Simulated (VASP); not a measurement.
Write the native input for VASP 6.6.1 that does the following.

```yaml
Task: single point
Functional: r2SCAN
Potentials_or_basis: VASP PAW PBE potentials, release 64 (Nb_sv, As)
Cutoff: 520 eV
k_mesh: 10 × 10 × 4
Occupations: gaussian, width 0.1 eV
Spin: no spin polarisation
Dipole_correction: no
Further_INCAR_settings: ALGO = Normal; EDIFF = 1e-06; NBANDS = 46
```

NbAs:

```
Nb As
1.0
     3.52667    0.00000    0.00000
     0.00000    3.52667    0.00000
     0.00000    0.00000   11.62714
Nb As
4 4
Direct
  0.50000 0.50000 0.99914
  0.50000 0.00000 0.24914
  0.00000 0.00000 0.49914
  0.00000 0.50000 0.74914
  0.00000 0.00000 0.91686
  0.00000 0.50000 0.16686
  0.50000 0.50000 0.41686
  0.50000 0.00000 0.66686
```

This cell differs from its parent crystal: biaxial strain in the a-b plane: +2.0 %.

The input as run:

POSCAR

```
NbAs
1.0
    3.5266686020      0.0000000000      0.0000000000
    0.0000000000      3.5266686020      0.0000000000
    0.0000000000      0.0000000000     11.6271420279
Nb As
4 4
Direct
    0.5000000000      0.5000000000      0.9991416592
    0.5000000000      0.0000000000      0.2491416592
    0.0000000000      0.0000000000      0.4991416592
    0.0000000000      0.5000000000      0.7491416592
    0.0000000000      0.0000000000      0.9168583408
    0.0000000000      0.5000000000      0.1668583408
    0.5000000000      0.5000000000      0.4168583408
    0.5000000000      0.0000000000      0.6668583408
```

INCAR.step1

```
SYSTEM = NbAs
  ALGO = Normal
  EDIFF = 1E-4
  ENCUT = 520
  GGA = PE
  ISMEAR = 0
  LASPH = .TRUE.
  LCHARG = .FALSE.
  LREAL = .FALSE.
  LWAVE = .TRUE.
  NBANDS = 46
  NELM = 100
  PREC = Accurate
  SIGMA = 0.1
```

INCAR.step2

```
SYSTEM = NbAs
  ALGO = Normal
  EDIFF = 1E-6
  ENCUT = 520
  ISIF = 2
  ISMEAR = 0
  ISTART = 1
  LASPH = .TRUE.
  LCHARG = .FALSE.
  LMIXTAU = .TRUE.
  LREAL = .FALSE.
  LWAVE = .FALSE.
  METAGGA = R2SCAN
  NBANDS = 46
  NELM = 100
  PREC = Accurate
  SIGMA = 0.1
```

KPOINTS

```
k-points
0
G
  10 10 4
  0 0 0
```

Potentials or basis: VASP PAW PBE potentials, release 64 (Nb_sv, As).

Launch:

```bash
$ cat potpaw_PBE.64/Nb_sv/POTCAR potpaw_PBE.64/As/POTCAR > POTCAR
$ cp INCAR.step1 INCAR
$ mpirun -np 1 vasp_std > vasp.out
$ cp INCAR.step2 INCAR
$ mpirun -np 1 vasp_std > vasp.out
```

Results of the run:

The pressure is -4.9 GPa. The largest force is 0.149 eV/Å.

Caveat: the cell differs from its parent crystal (biaxial strain in the a-b plane: +2.0 %); the cell stands under tension; the PAW data sets were made with another functional, which shifts forces and pressure a little.

Wall time 11 min on 1 thread of Intel(R) Xeon(R) 6975P-C (Granite Rapids), with other jobs on the host, peak memory 0.49 GiB.
